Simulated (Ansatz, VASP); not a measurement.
# One calculation of Si2Ni, two programs

```
CELL_PARAMETERS angstrom
0.00000 2.82799 2.82799
2.82799 0.00000 2.82799
2.82799 2.82799 0.00000
ATOMIC_POSITIONS crystal
Si 0.25000 0.25000 0.25000
Si 0.75000 0.75000 0.75000
Ni 0.00000 0.00000 0.00000
```

Alike in both runs: task single point; functional PBE; k mesh 14 × 14 × 14; occupations gaussian, width 0.15 eV; no spin polarisation.

|  | VASP | Ansatz |
| --- | --- | --- |
| version | VASP 6.6.1 | Ansatz 0.2.0 |
| potentials or method | VASP PAW PBE potentials, release 64 (Si, Ni), cutoff 520 eV | scalar-relativistic, plane waves, PAW |
| valence electrons in the cell | 18 | 26 |

|  | VASP | Ansatz | Ansatz less VASP |
| --- | --- | --- | --- |
| gap on the k mesh at the Fermi level (eV) | none | none | - |
| pressure (GPa) | -12.6 | -12.7 | -0.09 |

A gap of «none» marks a metal or a gap that the smearing closes. VASP's potentials hold 18 valence electrons a cell and Ansatz's 26, so a difference there can come from the potentials and not from the codes.
